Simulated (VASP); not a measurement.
# CsO (Immm) in VASP: further runs, part 4 of 4

VASP 6.6.1. Earlier steps stand in the parts before.

### Step 5. Single point, LDA (strain +0.0525 x Voigt [1, -1, 0, 0, 0, 0])

File INCAR:

```
ALGO     = Normal         # electronic algorithm
EDIFF    = 1E-6           # SCF threshold, eV
ENCUT    = 520            # plane-wave cutoff, eV
ISIF     = 2              # what is computed and relaxed
ISMEAR   = 0              # smearing method
LASPH    = T              # aspherical terms in the spheres
LCHARG   = T              # write CHGCAR
LELF     = T              # ELF
LREAL    = F              # projectors in reciprocal space
LVHAR    = T            
LWAVE    = F              # write WAVECAR
NBANDS   = 23             # bands
NELM     = 100            # most SCF steps
PREC     = Accurate       # precision mode
SIGMA    = 0.05           # smearing width, eV
```

File KPOINTS:

```
k-points
0
Gamma
  8 8 8
```

File POSCAR:

```
CsO
1.0
   -2.2744525000      3.0462125000      3.7585000000
    2.2744525000     -3.0462125000      3.7585000000
    2.2744525000      3.0462125000     -3.7585000000
Cs O
2 2
Direct
    0.2500000000      0.2500000000      0.0000000000
    0.7500000000      0.7500000000      0.0000000000
    0.6200000000      0.0000000000      0.6200000000
    0.3800000000      0.0000000000      0.3800000000
```

Potentials or basis: VASP PAW LDA potentials, release 64 (Cs_sv, O).

Started as:

```bash
cat potpaw_LDA.64/Cs_sv/POTCAR potpaw_LDA.64/O/POTCAR > POTCAR
mpirun -np 1 vasp_std > vasp.out
```

OUTCAR:

```text
EDIFF = 1E-6
   ENCUT = 520
   ISIF = 2
   ISMEAR = 0
   LASPH = T
   LREAL = F
   NELM = 100
   PREC = Accurate

 ion  position               nearest neighbor table
   1  0.250  0.250  0.000-
   2  0.750  0.750  0.000-
   3  0.620  0.000  0.620-   4 1.46
   4  0.380  0.000  0.380-   3 1.46

  LATTYP: Found a body centered orthorhombic cell.
 ALAT       =     4.5489050000
 B/A-ratio  =     1.3393168246
 C/A-ratio  =     1.6524855982

  Lattice vectors:

 A1 = (  -2.2744525000,   3.0462125000,   3.7585000000)
 A2 = (   2.2744525000,  -3.0462125000,   3.7585000000)
 A3 = (   2.2744525000,   3.0462125000,  -3.7585000000)

Analysis of symmetry for initial positions (statically):
=====================================================================
 Subroutine PRICEL returns:
 Original cell was already a primitive cell.

 Routine SETGRP: Setting up the symmetry group for a
 body centered orthorhombic supercell.

 Subroutine GETGRP returns: Found  8 space group operations
 (whereof  8 operations were pure point group operations)
 out of a pool of  8 trial point group operations.

The static configuration has the point symmetry D_2h.

Analysis of symmetry for dynamics (positions and initial velocities):
=====================================================================
 Subroutine PRICEL returns:
 Original cell was already a primitive cell.

 Routine SETGRP: Setting up the symmetry group for a
 body centered orthorhombic supercell.

 Subroutine GETGRP returns: Found  8 space group operations
 (whereof  8 operations were pure point group operations)
 out of a pool of  8 trial point group operations.

The dynamic configuration has the point symmetry D_2h.

 Subroutine INISYM returns: Found  8 space group operations
 (whereof  8 operations are pure point group operations),
 and found     1 'primitive' translations

----------------------------------------------------------------------------------------

                                     Primitive cell

  volume of cell :     104.1626

  direct lattice vectors                    reciprocal lattice vectors
    -2.274452500  3.046212500  3.758500000     0.000000000  0.164138254  0.133031795
     2.274452500 -3.046212500  3.758500000     0.219833125  0.000000000  0.133031795
     2.274452500  3.046212500 -3.758500000     0.219833125  0.164138254  0.000000000

  length of vectors
     5.345920596  5.345920596  5.345920596     0.211279021  0.256951476  0.274350085

  position of ions in fractional coordinates (direct lattice)
     0.250000000  0.250000000  0.000000000
     0.750000000  0.750000000  0.000000000
     0.620000000  0.000000000  0.620000000
     0.380000000  0.000000000  0.380000000

  ion indices of the primitive-cell ions
   primitive index   ion index
                 1           1
                 2           2
                 3           3
                 4           4

----------------------------------------------------------------------------------------

 KPOINTS: k-points

Automatic generation of k-mesh.
 Grid dimensions read from file:
 generate k-points for:    8    8    8

 Generating k-lattice:

  Cartesian coordinates                     Fractional coordinates (reciprocal lattice)
     0.000000000  0.020517282  0.016628974     0.125000000  0.000000000  0.000000000
     0.027479141  0.000000000  0.016628974     0.000000000  0.125000000  0.000000000
     0.027479141  0.020517282  0.000000000     0.000000000  0.000000000  0.125000000

  Length of vectors
     0.026409878  0.032118935  0.034293761

  Shift w.r.t. Gamma in fractional coordinates (k-lattice)
     0.000000000  0.000000000  0.000000000

 Subroutine IBZKPT returns following result:
 ===========================================

 Found     95 irreducible k-points:

 Following reciprocal coordinates:
            Coordinates               Weight
  0.000000  0.000000  0.000000      1.000000
  0.125000  0.000000  0.000000      4.000000
  0.250000  0.000000  0.000000      4.000000
  0.375000  0.000000 -0.000000      4.000000
  0.500000  0.000000  0.000000      2.000000
  0.000000  0.125000  0.000000      4.000000
[... 16 lines left out ...]
  0.125000  0.375000 -0.000000      8.000000
  0.250000  0.375000 -0.000000      8.000000
 [... further k-points ...]
   k-points           NKPTS =     95   k-points in BZ     NKDIM =     95   number of bands    NBANDS=     23
   number of dos      NEDOS =    301   number of ions     NIONS =      4
   total plane-waves  NPLWV =  64000
   dimension x,y,z NGX =    40 NGY =   40 NGZ =   40
   dimension x,y,z NGXF=    80 NGYF=   80 NGZF=   80
   ions per type =               2   2
   NGX,Y,Z   is equivalent  to a cutoff of  12.44, 12.44, 12.44 a.u.
   NGXF,Y,Z  is equivalent  to a cutoff of  24.88, 24.88, 24.88 a.u.
 SYSTEM =  unknown system
   PREC   = accura    normal or accurate (medium, high low for compatibility)
   ISTART =      0    job   : 0-new  1-cont  2-samecut
   ICHARG =      2    charge: 1-file 2-atom 10-const
   ISPIN  =      1    spin polarized calculation?
   LNONCOLLINEAR =      F non collinear calculations
   LSORBIT =      F    spin-orbit coupling
   LASPH  =      T    aspherical Exc in radial PAW
   ENCUT  =  520.0 eV  38.22 Ry    6.18 a.u.   9.94  9.94  9.94*2*pi/ulx,y,z
   NELM   =    100;   NELMIN=  2; NELMDL= -5     # of ELM steps
   EDIFF  = 0.1E-05   stopping-criterion for ELM
   LREAL  =      F    real-space projection
   EDIFFG = 0.1E-04   stopping-criterion for IOM
   NSW    =      0    number of steps for IOM
   IBRION =     -1    ionic relax: 0-MD 1-quasi-New 2-CG
   NFREE  =      0    steps in history (QN), initial steepest desc. (CG)
   ISIF   =      2    stress and relaxation
   ISYM   =      2    0-nonsym 1-usesym 2-fastsym
   POTIM  = 0.5000    time-step for ionic-motion
   TEBEG  =    0.0;   TEEND  =   0.0 temperature during run
   PSTRESS=    0.0 pullay stress
   NELECT =      30.0000    total number of electrons
   NUPDOWN=      -1.0000    fix difference up-down
   EMIN   =  10.00;   EMAX   =-10.00  energy-range for DOS
   EFERMI =   0.00;   METHOD = LEGACY
   ISMEAR =     0;   SIGMA  =   0.05  broadening in eV -4-tet -1-fermi 0-gaus
   EFERMI_NEDOS =   21; number of points for ismear=-14 and -15
   IALGO  =     38    algorithm
   IMIX   =      4    mixing-type and parameters
     AMIX     =   0.40;   BMIX     =  1.00
     AMIX_MAG =   1.60;   BMIX_MAG =  1.00
  volume/ion in A,a.u.               =      26.04       175.73
  Fermi-wavevector in a.u.,A,eV,Ry     =   1.081130  2.043040 15.903071  1.168843
  Thomas-Fermi vector in A             =   2.217139
   LORBIT       =      0    0 simple, 1 ext, 2 COOP (PROOUT), +10 PAW based schemes
   GGA     = CA    functional components
   LHFCALC =     F    Hartree Fock is set to
   AEXX    =    0.0000 exact exchange contribution
   IVDW    =     0    specifies the selected vdW correction
   LEPSILON=     F    determine dielectric tensor
   LRPA    =     F    only Hartree local field effects (RPA)
 non-spin polarized calculation
 Gauss-broadening in eV      SIGMA  =   0.05
  energy-cutoff  :      520.00
  volume of cell :      104.16
 maximum number of plane-waves:      2826
   NGX = 19   NGY = 19   NGZ = 19

 number of electron      29.9999993 magnetization

 Free energy of the ion-electron system (eV)
  ---------------------------------------------------
  ext. energy  EPLUGINS =         0.00000000
  ---------------------------------------------------
  free energy    TOTEN  =       -17.85678653 eV

  energy without entropy =      -17.85678653  energy(sigma->0) =      -17.85678653

 E-fermi :   2.7568     XC(G=0):  -8.9145

 val. band max:        2.4999452231   @ k =   0.0000   0.0000   0.0000
 cond. band min:       3.8397854437   @ k =   0.1250  -0.1250   0.1250
 fundamental gap:      1.3398402206
 Fermi energy:         2.7567816951

 k-point     1 :       0.0000    0.0000    0.0000
  band No.  band energies     occupation
      1     -19.9218      2.00000
      2     -19.2083      2.00000
      3     -18.0850      2.00000
      4     -11.6124      2.00000
      5      -7.1529      2.00000
      6      -6.9891      2.00000
[... 613 lines left out ...]
     22       8.6842      0.00000
     23       9.3253      0.00000

 [... further k-points ...]

------------------------ aborting loop because EDIFF is reached ----------------------------------------

  FORCE on cell =-STRESS in cart. coord.  units (eV):
  Direction    XX          YY          ZZ          XY          YZ          ZX
  --------------------------------------------------------------------------------------
  -------------------------------------------------------------------------------------
  Total       -2.2671165     -0.2840137     -2.0688062      0.0000000      0.0000000      0.0000000
  in kB      -34.8716749     -4.3685598    -31.8213626      0.0000000      0.0000000      0.0000000
  external PRESSURE =     -23.6871991 kB  Pullay stress =       0.0000000 kB

 VOLUME and BASIS-vectors are now :
 -----------------------------------------------------------------------------
  energy-cutoff  :      520.00
  volume of cell :      104.16
      direct lattice vectors                 reciprocal lattice vectors
    -2.274452500  3.046212500  3.758500000     0.000000000  0.164138254  0.133031795
     2.274452500 -3.046212500  3.758500000     0.219833125  0.000000000  0.133031795
     2.274452500  3.046212500 -3.758500000     0.219833125  0.164138254  0.000000000

 POSITION                                       TOTAL-FORCE (eV/Angst)
 -----------------------------------------------------------------------------------
      0.00000      0.00000      1.87925         0.000000      0.000000      0.316343
      0.00000      0.00000      5.63775        -0.000000      0.000000     -0.316343
      0.00000      3.77730      0.00000         0.000000      0.329250     -0.000000
      0.00000      2.31512      0.00000         0.000000     -0.329250     -0.000000
 -----------------------------------------------------------------------------------
    total drift:                               -0.000000     -0.000000      0.000000

  FREE ENERGIE OF THE ION-ELECTRON SYSTEM (eV)
  ---------------------------------------------------
  free  energy   TOTEN  =       -17.8567865326 eV

  energy  without entropy=      -17.8567865326  energy(sigma->0) =      -17.85678653
```

Run time: 3.8 min. Hardware: 1 thread of Intel Xeon Platinum 8488C (Sapphire Rapids), shared host; peak memory 0.32 GiB.

What came out:

```yaml
Free_energy: -17.8568 eV
Pressure: -2.4 GPa
Largest_force: 0.329 eV/Å
Band_gap_on_the_k_mesh: 1.34 eV (least direct gap 1.35 eV)
```

Forces on the atoms (eV/Å):
```
Cs   0.000  0.000  0.316
Cs   0.000  0.000 -0.316
O    0.000  0.329  0.000
O    0.000 -0.329  0.000
```

Caveat: the cell differs from its parent crystal (strain +0.0525 x Voigt [1, -1, 0, 0, 0, 0]); spin-orbit coupling is left out, which moves the levels of the heavy elements.

### Step 6. The runs side by side

```tsv
cell	gap on the mesh (eV)	pressure (GPa)	largest force (eV/Å)
a = 5.447 Å, angles 135.5, 103.8, 92.7°, 4 atoms	1.66	-3.7	1.92
a = 5.367 Å, angles 131.0, 109.0, 91.1°, 4 atoms	1.45	-2.9	0.37
a = 5.413 Å, angles 133.7, 105.9, 92.1°, 4 atoms	1.62	-3.6	1.42
a = 5.346 Å, angles 129.6, 110.5, 90.7°, 4 atoms	1.34	-2.4	0.33
```

Alike in all rows: task single point; level LDA; potentials or basis VASP PAW LDA potentials, release 64 (Cs_sv, O); no spin polarisation; k mesh 8 × 8 × 8; cutoff (eV) 520; smearing gaussian 0.05 eV.

Caveats: spin-orbit coupling is left out, which moves the levels of the heavy elements; forces of over 1 eV/Å act on the atoms, so gaps and moduli don't describe the material at rest (at least some runs); the stress differs along the axes, from -8 to -1 GPa (at least some runs); the cell stands under tension (at least some runs).

Absolute energies hang on the potentials; compare differences alone.
